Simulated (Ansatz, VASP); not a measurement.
**One calculation of Cr, two programs**

Contents of INCAR:

```
ALGO = Normal
EDIFF = 1E-7
ENCUT = 520
GGA = PE
ISIF = 2
ISMEAR = -1
ISPIN = 2
LASPH = T
LCHARG = T
LELF = T
LMAXMIX = 4
LORBIT = 11
LREAL = F
LVHAR = T
LWAVE = F
MAGMOM = 0.191 -0.191
NBANDS = 23
NELM = 150
PREC = Accurate
SIGMA = 0.05
```

Contents of KPOINTS:

```
k-points
0
Gamma
  13 13 13
```

The input POSCAR:

```
Cr
1.0
    0.0000000000      2.3088439251      2.3088439251
    2.3088439251      0.0000000000      2.3088439251
    2.3088439251      2.3088439251      0.0000000000
Cr
2
Direct
    0.0000000000      0.0000000000      0.0000000000
    0.5000000000      0.5000000000      0.5000000000
```

Input for Ansatz:

```yaml
crystal:
  lattice:
    - [0.0, 2.3088439251, 2.3088439251]
    - [2.3088439251, 0.0, 2.3088439251]
    - [2.3088439251, 2.3088439251, 0.0]
  atoms:
    - { symbol: Cr, position: [0.0, 0.0, 0.0], spin: 0.191 }
    - { symbol: Cr, position: [0.5, 0.5, 0.5], spin: -0.191 }
hamiltonian:
  xc: pbe
  pseudopotentials:
    kind: paw
    azcp:
      Cr: "pseudopotentials/Cr.paw.azcp"
basis:
  ecutwfc: 420
  fft_grid_basis: typed
kpoints:
  mp_grid: { grid: [13, 13, 13], shift: [0, 0, 0] }
magnetization:
  spin_polarized: true
scf:
  occupations: { method: fermi_dirac, width: 0.05 }
  lower_state_search: "off"
output:
  stress: true
```

Alike in both runs: task single point; functional PBE; k mesh 13 × 13 × 13; occupations fermi-dirac, width 0.05 eV; collinear spin.

```csv
,VASP,Ansatz
version,VASP 6.6.1,Ansatz 0.2.0
potentials or method,"VASP PAW PBE potentials, release 64 (Cr_pv), cutoff 520 eV","plane waves (420 eV) with PAW, scalar-relativistic"
valence electrons in the cell,24,28
```

|  | VASP | Ansatz | Ansatz less VASP |
| --- | --- | --- | --- |
| pressure (GPa) | 7.9 | 8.1 | +0.13 |
| net moment per atom (μB) | 0.00 | 0.00 | 0.000 |

The functional is the same, so the differences come from potentials, cutoffs and numerics. VASP's potentials hold 24 valence electrons a cell and Ansatz's 28, so a difference there can come from the potentials and not from the codes. Ansatz's warnings: seeded moment not kept.
